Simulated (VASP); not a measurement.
Wanted: the native input for a VASP 6.6.1 run.

```
Task                   : single point
Functional             : PBEsol
Potentials or basis    : VASP PAW PBE potentials, release 64 (Al, Ni)
Cutoff                 : 520 eV
k mesh                 : 8 × 8 × 6
Occupations            : gaussian, width 0.15 eV
Spin                   : no spin polarisation
Dipole correction      : no
Further INCAR settings : ALGO = Fast; EDIFF = 1e-06; NBANDS = 43
```

The structure of AlNi3 lies in POSCAR:

```
AlNi3
1.0
    0.0000000000     -2.7984078614     -2.7984078614
    0.0000000000      2.7984078614     -2.7984078614
    5.5968157228      0.0000000000      0.0000000000
Al Ni
2 6
Direct
    0.4947721433      0.4850498229     -0.0056908217
    0.0052278567      0.0149501771      0.5056908217
   -0.0084566384      0.4957228592      0.7606899905
    0.5084566384      0.0042771408      0.2393100095
   -0.0123978235     -0.0024077750      0.0006877799
    0.5123978235      0.5024077750      0.4993122201
    0.0149698282      0.5066496414      0.2440650034
    0.4850301718     -0.0066496414      0.7559349966
```

One way to write it, as run:

INCAR

```
PREC = Accurate
ENCUT = 520
EDIFF = 1E-6
ISMEAR = 0
SIGMA = 0.15
LREAL = F
LASPH = T
NELM = 100
ALGO = Fast
ISIF = 2
LWAVE = F
LCHARG = T
GGA = PS
LELF = T
LVHAR = T
NBANDS = 43
```

KPOINTS

```
regular mesh
0
Gamma
  8 8 6
```

Potentials or basis: VASP PAW PBE potentials, release 64 (Al, Ni).

Launch:

```sh
$ cat potpaw_PBE.64/Al/POTCAR potpaw_PBE.64/Ni/POTCAR > POTCAR
$ mpirun -np 1 vasp_std > vasp.out
```

It gave:

The pressure is 0.9 GPa, the largest force is 0.904 eV/Å and the band gap on the k mesh is zero (bands 33 and 34 overlap by 2.28 eV).

Caveat: the PAW data sets were made with another functional, which shifts forces and pressure a little.

Wall time 25 min on 1 thread of Intel Xeon 8259CL (shared host), peak memory 0.6 GiB.
